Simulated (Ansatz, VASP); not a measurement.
**KCl: VASP beside Ansatz**

```
K Cl
1.0
     0.00000    3.14485    3.14485
     3.19642    0.00000    3.14485
     3.19642    3.14485    0.00000
K Cl
1 1
Cartesian
  0.0000 0.0000 0.0000
  3.1964 3.1448 3.1448
```

Change from the starting cell: uniaxial_x strain +1.6%.

Alike in both runs: task single point; functional r2SCAN; k mesh 8 × 8 × 8; no spin polarisation.

```csv
,VASP,Ansatz
version,VASP 6.6.1,Ansatz 0.2.0
potentials or method,"VASP PAW PBE potentials, release 64 (K_sv, Cl)","plane waves, PAW"
plane-wave cutoff (eV),520,500
occupations,"gaussian, width 0.01 eV",fixed
valence electrons in the cell,16,16
```

|  | VASP | Ansatz | Ansatz less VASP |
| --- | --- | --- | --- |
| gap on the k mesh at the Fermi level (eV) | 5.77 | 5.77 | -0.004 |
| pressure (GPa) | -0.3 | -0.3 | +0.03 |
| traceless stress, the component that is largest in VASP (GPa) | -0.39 | -0.39 | +0.006 |

VASP's potentials were made for PBE, not for r2SCAN.
